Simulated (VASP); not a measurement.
# TePb (Imm2) in VASP: single point with PBEsol

Aim: the single point of TePb with PBEsol.

Everything below comes from runs of VASP 6.6.1. Logs are shortened: lines on timing, memory, paths and dates and some standing lists are left out, and cuts for length are marked.

## Step 1: The cell of the first run

Symmetry: Imm2, No. 44, orthorhombic system. The conventional cell has a = 4.564 Å, b = 6.454 Å, c = 4.564 Å, α = 90.00°, β = 90.00°, γ = 90.00°. Within 3.6 Å of Te (site symmetry mm2) lie 4 Pb at 2.69 to 3.34 Å. Pb (site symmetry mm2) has 4 Te at 2.69 to 3.34 Å within 3.6 Å.

## Step 2: Single point, PBEsol (atom 2 (Pb) moved by (-0.600, -0.600) A along x and z)

Contents of INCAR:

```
ALGO = Normal
EDIFF = 1E-6
ENCUT = 500
GGA = PS
GGA_COMPAT = F
ISIF = 2
ISMEAR = 0
LASPH = T
LCHARG = T
LELF = T
LREAL = F
LVHAR = T
LWAVE = F
NBANDS = 17
NELM = 120
PREC = Accurate
SIGMA = 0.05
```

Contents of KPOINTS:

```
k-points
0
Gamma
  8 8 8
```

Contents of POSCAR:

```
TePb
1.0
    0.0000000000      3.2270000000      3.2270000000
    3.2270000000      0.0000000000      3.2270000000
    3.2270000000      3.2270000000      0.0000000000
Te Pb
1 1
Direct
    0.5000000000      0.5000000000      0.5000000000
    0.0000000000     -0.1859312055      0.0000000000
```

Potentials or basis: VASP PAW PBE potentials, release 64 (Te, Pb_d).

Command:

```
cat potpaw_PBE.64/Te/POTCAR potpaw_PBE.64/Pb_d/POTCAR > POTCAR
mpirun -np 1 vasp_std > vasp.out
```

OUTCAR:

```text
EDIFF = 1E-6
   ENCUT = 500
   GGA = PS
   ISIF = 2
   ISMEAR = 0
   LASPH = T
   LREAL = F
   NELM = 120
   PREC = Accurate

 ion  position               nearest neighbor table
   1  0.500  0.500  0.500-   2 2.69   2 2.69   2 3.34   2 3.34   2 3.87   2 3.87
   2  0.000  0.814  0.000-   1 2.69   1 2.69   1 3.34   1 3.34   1 3.87   1 3.87

  LATTYP: Found a face centered cubic cell.
 ALAT       =     6.4540000000

  Lattice vectors:

 A1 = (   0.0000000000,   3.2270000000,   3.2270000000)
 A2 = (   3.2270000000,   0.0000000000,   3.2270000000)
 A3 = (   3.2270000000,   3.2270000000,   0.0000000000)

Analysis of symmetry for initial positions (statically):
=====================================================================
 Subroutine PRICEL returns:
 Original cell was already a primitive cell.

 Routine SETGRP: Setting up the symmetry group for a
 face centered cubic supercell.

 Subroutine GETGRP returns: Found  4 space group operations
 (whereof  4 operations were pure point group operations)
 out of a pool of 48 trial point group operations.

The static configuration has the point symmetry C_2v.

Analysis of symmetry for dynamics (positions and initial velocities):
=====================================================================
 Subroutine PRICEL returns:
 Original cell was already a primitive cell.

 Routine SETGRP: Setting up the symmetry group for a
 face centered cubic supercell.

 Subroutine GETGRP returns: Found  4 space group operations
 (whereof  4 operations were pure point group operations)
 out of a pool of 48 trial point group operations.

The dynamic configuration has the point symmetry C_2v.

 Subroutine INISYM returns: Found  4 space group operations
 (whereof  4 operations are pure point group operations),
 and found     1 'primitive' translations

----------------------------------------------------------------------------------------

                                     Primitive cell

  volume of cell :      67.2089

  direct lattice vectors                    reciprocal lattice vectors
     0.000000000  3.227000000  3.227000000    -0.154942671  0.154942671  0.154942671
     3.227000000  0.000000000  3.227000000     0.154942671 -0.154942671  0.154942671
     3.227000000  3.227000000  0.000000000     0.154942671  0.154942671 -0.154942671

  length of vectors
     4.563667166  4.563667166  4.563667166     0.268368579  0.268368579  0.268368579

  position of ions in fractional coordinates (direct lattice)
     0.500000000  0.500000000  0.500000000
     0.000000000  0.814068795  0.000000000

  ion indices of the primitive-cell ions
   primitive index   ion index
                 1           1
                 2           2

----------------------------------------------------------------------------------------

 KPOINTS: k-points

Automatic generation of k-mesh.
 Grid dimensions read from file:
 generate k-points for:    8    8    8

 Generating k-lattice:

  Cartesian coordinates                     Fractional coordinates (reciprocal lattice)
    -0.019367834  0.019367834  0.019367834     0.125000000  0.000000000  0.000000000
     0.019367834 -0.019367834  0.019367834     0.000000000  0.125000000  0.000000000
     0.019367834  0.019367834 -0.019367834     0.000000000  0.000000000  0.125000000

  Length of vectors
     0.033546072  0.033546072  0.033546072

  Shift w.r.t. Gamma in fractional coordinates (k-lattice)
     0.000000000  0.000000000  0.000000000

 Subroutine IBZKPT returns following result:
 ===========================================

 Found     95 irreducible k-points:

 Following reciprocal coordinates:
            Coordinates               Weight
  0.000000  0.000000  0.000000      1.000000
  0.125000  0.000000  0.000000      4.000000
  0.000000  0.125000  0.000000      4.000000
  0.250000  0.000000  0.000000      4.000000
  0.000000  0.250000  0.000000      4.000000
  0.375000  0.000000  0.000000      4.000000
[... 16 lines left out ...]
  0.500000  0.375000  0.500000      4.000000
 -0.375000  0.125000  0.000000      8.000000
 [... further k-points ...]
   k-points           NKPTS =     95   k-points in BZ     NKDIM =     95   number of bands    NBANDS=     17
   number of dos      NEDOS =    301   number of ions     NIONS =      2
   total plane-waves  NPLWV =  46656
   dimension x,y,z NGX =    36 NGY =   36 NGZ =   36
   dimension x,y,z NGXF=    72 NGYF=   72 NGZF=   72
   ions per type =               1   1
   NGX,Y,Z   is equivalent  to a cutoff of  13.11, 13.11, 13.11 a.u.
   NGXF,Y,Z  is equivalent  to a cutoff of  26.23, 26.23, 26.23 a.u.
 SYSTEM =  unknown system
   PREC   = accura    normal or accurate (medium, high low for compatibility)
   ISTART =      0    job   : 0-new  1-cont  2-samecut
   ICHARG =      2    charge: 1-file 2-atom 10-const
   ISPIN  =      1    spin polarized calculation?
   LNONCOLLINEAR =      F non collinear calculations
   LSORBIT =      F    spin-orbit coupling
   LASPH  =      T    aspherical Exc in radial PAW
   ENCUT  =  500.0 eV  36.75 Ry    6.06 a.u.   8.32  8.32  8.32*2*pi/ulx,y,z
   NELM   =    120;   NELMIN=  2; NELMDL= -5     # of ELM steps
   EDIFF  = 0.1E-05   stopping-criterion for ELM
   LREAL  =      F    real-space projection
   EDIFFG = 0.1E-04   stopping-criterion for IOM
   NSW    =      0    number of steps for IOM
   IBRION =     -1    ionic relax: 0-MD 1-quasi-New 2-CG
   NFREE  =      0    steps in history (QN), initial steepest desc. (CG)
   ISIF   =      2    stress and relaxation
   ISYM   =      2    0-nonsym 1-usesym 2-fastsym
   POTIM  = 0.5000    time-step for ionic-motion
   TEBEG  =    0.0;   TEEND  =   0.0 temperature during run
   PSTRESS=    0.0 pullay stress
   NELECT =      20.0000    total number of electrons
   NUPDOWN=      -1.0000    fix difference up-down
   EMIN   =  10.00;   EMAX   =-10.00  energy-range for DOS
   EFERMI =   0.00;   METHOD = LEGACY
   ISMEAR =     0;   SIGMA  =   0.05  broadening in eV -4-tet -1-fermi 0-gaus
   EFERMI_NEDOS =   21; number of points for ismear=-14 and -15
   IALGO  =     38    algorithm
   IMIX   =      4    mixing-type and parameters
     AMIX     =   0.40;   BMIX     =  1.00
     AMIX_MAG =   1.60;   BMIX_MAG =  1.00
  volume/ion in A,a.u.               =      33.60       226.77
  Fermi-wavevector in a.u.,A,eV,Ry     =   1.092972  2.065418 16.253366  1.194589
  Thomas-Fermi vector in A             =   2.229249
   LORBIT       =      0    0 simple, 1 ext, 2 COOP (PROOUT), +10 PAW based schemes
   GGA     = PS    functional components
   LHFCALC =     F    Hartree Fock is set to
   AEXX    =    0.0000 exact exchange contribution
   IVDW    =     0    specifies the selected vdW correction
   LEPSILON=     F    determine dielectric tensor
   LRPA    =     F    only Hartree local field effects (RPA)
 non-spin polarized calculation
 Gauss-broadening in eV      SIGMA  =   0.05
  energy-cutoff  :      500.00
  volume of cell :       67.21
 maximum number of plane-waves:      1727
 NGX is ok and might be reduce to    36
   NGX = 17   NGY = 17   NGZ = 17

 number of electron      20.0000001 magnetization

 Free energy of the ion-electron system (eV)
  ---------------------------------------------------
  ext. energy  EPLUGINS =         0.00000000
  ---------------------------------------------------
  free energy    TOTEN  =        -7.32508797 eV

  energy without entropy =       -7.32508797  energy(sigma->0) =       -7.32508797

 E-fermi :   5.8622     XC(G=0):  -9.3910

 val. band max:        5.6093391948   @ k =   0.5000   0.0000   0.0000
 cond. band min:       6.1771974772   @ k =   0.5000   0.0000   0.0000
 fundamental gap:      0.5678582824
 Fermi energy:         5.8622105608

 k-point     1 :       0.0000    0.0000    0.0000
  band No.  band energies     occupation
      1     -11.2224      2.00000
      2     -11.2023      2.00000
      3     -11.1052      2.00000
      4     -11.0914      2.00000
      5     -11.0807      2.00000
      6      -7.1428      2.00000
[... 9 lines left out ...]
     16      12.3486      0.00000
     17      12.9636      0.00000

 k-point     2 :       0.1250    0.0000    0.0000
  band No.  band energies     occupation
      1     -11.2322      2.00000
      2     -11.1921      2.00000
      3     -11.1051      2.00000
      4     -11.0886      2.00000
      5     -11.0814      2.00000
      6      -6.9930      2.00000
[... 9 lines left out ...]
     16      12.2832      0.00000
     17      13.4166      0.00000

 k-point     3 :       0.0000    0.1250    0.0000
  band No.  band energies     occupation
      1     -11.2267      2.00000
      2     -11.2032      2.00000
      3     -11.1031      2.00000
      4     -11.0903      2.00000
      5     -11.0788      2.00000
      6      -7.0327      2.00000
[... 9 lines left out ...]
     16      12.3383      0.00000
     17      13.3855      0.00000

 k-point     4 :       0.2500    0.0000    0.0000
  band No.  band energies     occupation
      1     -11.2478      2.00000
      2     -11.1763      2.00000
      3     -11.1044      2.00000
      4     -11.0839      2.00000
      5     -11.0806      2.00000
      6      -6.5567      2.00000
[... 9 lines left out ...]
     16      12.3887      0.00000
     17      15.3429      0.00000
[... 343 lines left out ...]
      1     -11.2664      2.00000
      2     -11.1677      2.00000
      3     -11.0991      2.00000
      4     -11.0864      2.00000
      5     -11.0697      2.00000
      6      -5.5215      2.00000
[... 9 lines left out ...]
     16      14.6634      0.00000
     17      15.4150      0.00000

 k-point    23 :       0.5000    0.3750    0.5000
  band No.  band energies     occupation
      1     -11.2572      2.00000
      2     -11.2064      2.00000
      3     -11.0877      2.00000
      4     -11.0852      2.00000
      5     -11.0673      2.00000
      6      -6.1268      2.00000
[... 9 lines left out ...]
     16      14.6370      0.00000
     17      15.6776      0.00000

 k-point    24 :      -0.3750    0.1250    0.0000
  band No.  band energies     occupation
      1     -11.2662      2.00000
      2     -11.1665      2.00000
      3     -11.1009      2.00000
      4     -11.0822      2.00000
      5     -11.0726      2.00000
      6      -5.6679      2.00000
[... 9 lines left out ...]
     16      14.1593      0.00000
     17      15.6124      0.00000

 [... further k-points ...]

------------------------ aborting loop because EDIFF is reached ----------------------------------------

  FORCE on cell =-STRESS in cart. coord.  units (eV):
  Direction    XX          YY          ZZ          XY          YZ          ZX
  --------------------------------------------------------------------------------------
  -------------------------------------------------------------------------------------
  Total        5.7084818     -0.4077425      5.7084818      0.0000000      0.0000000     -2.0765616
  in kB      136.0831365     -9.7200764    136.0831365      0.0000000      0.0000000    -49.5026557
  external PRESSURE =      87.4820655 kB  Pullay stress =       0.0000000 kB

 VOLUME and BASIS-vectors are now :
 -----------------------------------------------------------------------------
  energy-cutoff  :      500.00
  volume of cell :       67.21
      direct lattice vectors                 reciprocal lattice vectors
     0.000000000  3.227000000  3.227000000    -0.154942671  0.154942671  0.154942671
     3.227000000  0.000000000  3.227000000     0.154942671 -0.154942671  0.154942671
     3.227000000  3.227000000  0.000000000     0.154942671  0.154942671 -0.154942671

 POSITION                                       TOTAL-FORCE (eV/Angst)
 -----------------------------------------------------------------------------------
      3.22700      3.22700      3.22700        -2.215091      0.000000     -2.215091
      2.62700      0.00000      2.62700         2.215091     -0.000000      2.215091
 -----------------------------------------------------------------------------------
    total drift:                                0.000580      0.000000      0.000580

  FREE ENERGIE OF THE ION-ELECTRON SYSTEM (eV)
  ---------------------------------------------------
  free  energy   TOTEN  =        -7.3250879718 eV

  energy  without entropy=       -7.3250879718  energy(sigma->0) =       -7.32508797
```

Run time: 59 s. Hardware: 1 thread of Intel Xeon 6975P-C (Granite Rapids), shared host; peak memory 0.27 GiB.

Results:

* Free energy: -7.3251 eV
* Pressure: 8.7 GPa
* Largest force: 3.133 eV/Å
* Band gap on the k mesh: 0.57 eV, direct

Forces on the atoms (eV/Å):
```
Te  -2.215  0.000 -2.215
Pb   2.215  0.000  2.215
```

Caveat: the cell differs from its parent crystal (atom 2 (Pb) moved by (-0.600, -0.600) A along x and z); the PAW data sets were made with another functional, which shifts forces and pressure a little; spin-orbit coupling is left out, which moves the levels of the heavy elements.
